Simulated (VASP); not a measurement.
Runs of VASP 6.6.1 on GaN. The structure is that of space group F-43m (No. 216), or close to it. The cells are those of the table. 

```csv
task,level,cell,cutoff (eV),gap on the mesh (eV),pressure (GPa),relaxed volume (Å³/atom)
relaxation of cell and atoms,PBEsol,"relaxed from a = 3.187 Å, angles 60.0°, 2 atoms",600,(b),-0.1,11.35
single point,PBEsol,"a = 3.180 Å, angles 60.0°, 2 atoms",520,1.72,(c),-
single point,RPBE,"a = 3.241 Å, angles 60.0°, 2 atoms",520,1.45,-0.1,-
relaxation of cell and atoms,r2SCAN+rVV10,"relaxed from a = 3.187 Å, angles 60.0°, 2 atoms",600,(a),0.1,11.36
relaxation of cell and atoms,RPBE,"relaxed from a = 3.187 Å, angles 60.0°, 2 atoms",600,1.46,-0.1,12.03
single point,r2SCAN+rVV10,"a = 3.174 Å, angles 60.0°, 2 atoms",520,2.17,1.2,-
```

Alike in all rows: potentials or basis VASP PAW PBE potentials, release 64 (Ga_d, N); no spin polarisation; k mesh 7 × 7 × 7; smearing gaussian 0.01 eV.

Problem. Fill in the values left out.

Solution. (a) 2.13; (b) 1.74; (c) -0.2.

Caveats: the PAW data sets were made with another functional, which shifts forces and pressure a little.

A k mesh can miss the band edges, and the runs leave out spin-orbit coupling on Ga.
